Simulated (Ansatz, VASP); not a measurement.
One calculation of InB2As3, two programs

```
In B As
1.0
     1.84110   -6.69893    0.00000
     1.84110    6.69893    0.00000
     0.00000    0.00000    5.21108
In B As
1 2 3
Cartesian
  0.0000 0.0000 0.0000
  1.8411 5.6061 2.6055
  1.8411 -5.6061 2.6055
  1.8411 0.0000 2.6055
  1.8411 2.5692 0.0000
  1.8411 -2.5692 0.0000
```

Change from the starting cell: species swapped into the TlAg3Te2 type (Cmmm, No. 65).

Alike in both runs: functional PBE; k mesh 4 × 4 × 4; occupations gaussian, width 0.1 eV; no spin polarisation.

Ansatz relaxed the structure, and its values are those at the end. VASP's run is a single point on that final structure, the one shown.

|  | VASP | Ansatz |
| --- | --- | --- |
| version | VASP 6.6.1 | Ansatz 0.2.0 |
| potentials or method | VASP PAW PBE potentials, release 64 (In_d, B, As), cutoff 520 eV | scalar-relativistic, plane waves, PAW |
| valence electrons in the cell | 34 | 64 |

```tsv
	VASP	Ansatz	Ansatz less VASP
gap on the k mesh at the Fermi level (eV)	none	none	-
pressure (GPa)	0.1	0.0	-0.19
rms of the force components (eV/Å)	0.014	0.008	-0.0062
```

A gap of «none» marks a metal or a gap that the smearing closes. VASP's potentials hold 34 valence electrons a cell and Ansatz's 64, so a difference there can come from the potentials and not from the codes.

The k mesh is coarse, so the values compare programs but aren't converged.
